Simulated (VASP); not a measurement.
A run of VASP 6.6.1 is set up as follows.

File INCAR:

```
SYSTEM = Sb
PREC     = Accurate       ! precision mode
ENCUT    = 520            ! plane-wave cutoff, eV
EDIFF    = 1E-6           ! SCF threshold, eV
ISMEAR   = -1             ! smearing method
SIGMA    = 0.1            ! smearing width, eV
LREAL    = .False.        ! projectors in reciprocal space
LASPH    = .True.         ! aspherical terms in the spheres
NELM     = 100            ! most SCF steps
ALGO     = Normal         ! electronic algorithm
ISIF     = 2              ! what is computed and relaxed
LWAVE    = .False.        ! write WAVECAR
LCHARG   = .True.         ! write CHGCAR
GGA      = RP             ! functional
LELF     = .True.         ! ELF
LVHAR    = .True.       
NBANDS   = 8              ! bands
```

KPOINTS

```
Automatic mesh
0
Gamma
  11 11 11
  0 0 0
```

POSCAR

```
Sb
1.0
    2.9993104500      0.0000000000      0.0000000000
    0.0000000000      2.9993104500      0.0000000000
    0.0000000000      0.0000000000      2.9993104500
Sb
1
Direct
    0.0000000000      0.0000000000      0.0000000000
```

Potentials or basis: VASP PAW PBE potentials, release 64 (Sb).

Run with:

```console
$ cat potpaw_PBE.64/Sb/POTCAR > POTCAR
$ mpirun -np 1 vasp_std > vasp.out
```

(1) Predict the pressure.

## Answers

(1) 9.1 GPa.

Caveat: the PAW data sets were made with another functional, which shifts forces and pressure a little.
